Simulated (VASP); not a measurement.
A run of VASP 6.6.1:

The input INCAR:

```
  ALGO = Normal
  EDIFF = 1E-8
  ENCUT = 520
  GGA = PS
  ISIF = 2
  ISMEAR = -1
  LASPH = T
  LCHARG = F
  LEFG = T
  LREAL = F
  LWAVE = F
  NBANDS = 26
  NELM = 80
  PREC = Accurate
  SIGMA = 0.05
```

KPOINTS

```
k-points
0
Gamma
  9 9 6
```

Contents of POSCAR:

```
CdTe
1.0
    2.9733322700     -3.0017707300      0.0000000000
    2.9733322700      3.0017707300      0.0000000000
    0.0000000000      0.0000000000      6.0906520000
Cd Te
2 2
Direct
    0.2770300000      0.7229700000      0.7500000000
    0.7229700000      0.2770300000      0.2500000000
    0.7661370000      0.2338630000      0.7500000000
    0.2338630000      0.7661370000      0.2500000000
```

Potentials or basis: VASP PAW PBE potentials, release 64 (Cd, Te).

Run with:

```console
$ cat potpaw_PBE.64/Cd/POTCAR potpaw_PBE.64/Te/POTCAR > POTCAR
$ mpirun -np 1 vasp_std > vasp.out
```

Hardware: 1 thread of Intel(R) Xeon(R) 6975P-C (Granite Rapids), on a shared host.

Question: How long does it take, and how much memory?

Answer: It took 110 s on 1 thread of Intel(R) Xeon(R) 6975P-C (Granite Rapids) (shared host), peak memory 0.38 GiB. Counts: scf iterations 18, k points 100.
